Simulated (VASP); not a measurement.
Set up this calculation in VASP 6.6.1, as the native input.

```
Task                   : single point
Functional             : PBEsol
Dispersion             : D3(BJ)
Potentials or basis    : VASP PAW PBE potentials, release 64 (Mn_pv, O)
Cutoff                 : 520 eV
k mesh                 : 6 × 6 × 6
Occupations            : fermi-dirac, width 0.05 eV
Spin                   : collinear spin, ferromagnetic start
Starting moments       : [4.0, 4.0, 4.0, 4.0, 0.0, 0.0, 0.0, 0.0, 0.0, 0.0, 0.0, 0.0] μB
Dipole correction      : no
Further INCAR settings : ALGO = Normal; EDIFF = 1e-07; NBANDS = 66
```

The structure of MnO2 lies in POSCAR:

```
MnO2
1.0
    0.0000000000      3.9845833123      3.9845833123
    3.9845833123      0.0000000000      3.9845833123
    3.9845833123      3.9845833123      0.0000000000
Mn O
4 8
Direct
    0.1250000000      0.1250000000      0.1250000000
    0.1250000000      0.1250000000      0.6250000000
    0.6250000000      0.1250000000      0.1250000000
    0.1250000000      0.6250000000      0.1250000000
    0.3617132555      0.3617132555      0.3617132555
    0.3617132555      0.3617132555      0.9148602335
    0.9148602335      0.3617132555      0.3617132555
    0.3617132555      0.9148602335      0.3617132555
    0.8882867445      0.8882867445      0.3351397665
    0.8882867445      0.8882867445      0.8882867445
    0.8882867445      0.3351397665      0.8882867445
    0.3351397665      0.8882867445      0.8882867445
```

One way to write it, as run:

INCAR

```
PREC     = Accurate       # precision mode
ENCUT    = 520            # plane-wave cutoff, eV
EDIFF    = 1E-7           # SCF threshold, eV
ISMEAR   = -1             # smearing method
SIGMA    = 0.05           # smearing width, eV
LREAL    = False          # projectors in reciprocal space
LASPH    = True           # aspherical terms in the spheres
NELM     = 150            # most SCF steps
ALGO     = Normal         # electronic algorithm
ISIF     = 2              # what is computed and relaxed
LWAVE    = False          # write WAVECAR
LCHARG   = False          # write CHGCAR
ISPIN    = 2              # spin polarisation
MAGMOM   = 4 4 4 4 0 0 0 0 0 0 0 0 # initial moments
LORBIT   = 11             # projections on sites
LMAXMIX  = 4              # l up to which the mixer works
GGA      = PS             # functional
IVDW     = 12             # dispersion correction
NBANDS   = 66             # bands
```

KPOINTS

```
regular mesh
0
Gamma
  6 6 6
```

Potentials or basis: VASP PAW PBE potentials, release 64 (Mn_pv, O).

The run is started by

```bash
$ cat potpaw_PBE.64/Mn_pv/POTCAR potpaw_PBE.64/O/POTCAR > POTCAR
$ mpirun -np 1 vasp_std > vasp.out
```

Results of the run:

```
Pressure                                              : 1.0 GPa
Largest force                                         : 0.091 eV/Å
Band gap on the k mesh                                : 0.27 eV (least direct gap 0.48 eV)
Net moment                                            : 11.99 μB per cell
Site moments                                          : Mn +2.80; O +0.06 μB
Valence electrons inside the program's atomic spheres : Mn 11.83; O 4.98
Dispersion energy per atom                            : -0.112 eV
```

Caveat: the PAW data sets were made with another functional, which shifts forces and pressure a little; the run started ferromagnetic, and an antiferromagnetic order may lie lower in energy.

Run time: 5.5 min on 1 thread of Intel(R) Xeon(R) Platinum 8375C CPU @ 2.90GHz (Ice Lake), on a shared host, peak memory 0.41 GiB.
